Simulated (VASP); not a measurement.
A run of VASP 6.6.1 is set up as follows.

The input INCAR:

```
  PREC = Accurate
  ENCUT = 520
  EDIFF = 1E-7
  ISMEAR = 0
  SIGMA = 0.2
  LREAL = F
  LASPH = T
  NELM = 80
  ALGO = Normal
  ISIF = 2
  LWAVE = F
  LCHARG = T
  GGA = PE
  LELF = T
  LVHAR = T
  NBANDS = 33
```

Contents of KPOINTS:

```
Automatic mesh
0
Gamma
  4 4 4
```

POSCAR

```
Pd4Pt
1.0
   -3.2320293030      3.2320293030      1.9675720844
    3.2320293030     -3.2320293030      1.9675720844
    3.2320293030      3.2320293030     -1.9675720844
Pd Pt
4 1
Direct
    0.0000000000      0.2914230846      0.2914230846
    0.0000000000      0.7085769154      0.7085769154
    0.2914230846      0.0000000000      0.2914230846
    0.7085769154      0.0000000000      0.7085769154
    0.5000000000      0.5000000000      0.0000000000
```

Potentials or basis: VASP PAW PBE potentials, release 64 (Pd, Pt).

Run with:

```console
$ cat potpaw_PBE.64/Pd/POTCAR potpaw_PBE.64/Pt/POTCAR > POTCAR
$ mpirun -np 1 vasp_std > vasp.out
```

Question: What does it give for the band gap on the k mesh?

Answer: Zero (bands 25 and 26 overlap by 0.45 eV).

Question: What does it give for the pressure?

Answer: -0.2 GPa.

Stress tensor (GPa, compression positive):
```
-0.17  0.00  0.00
 0.00 -0.17  0.00
 0.00  0.00 -0.37
```

Caveat: the k points lie up to 0.47 Å⁻¹ apart; spin-orbit coupling is left out, which moves the levels of the heavy elements.
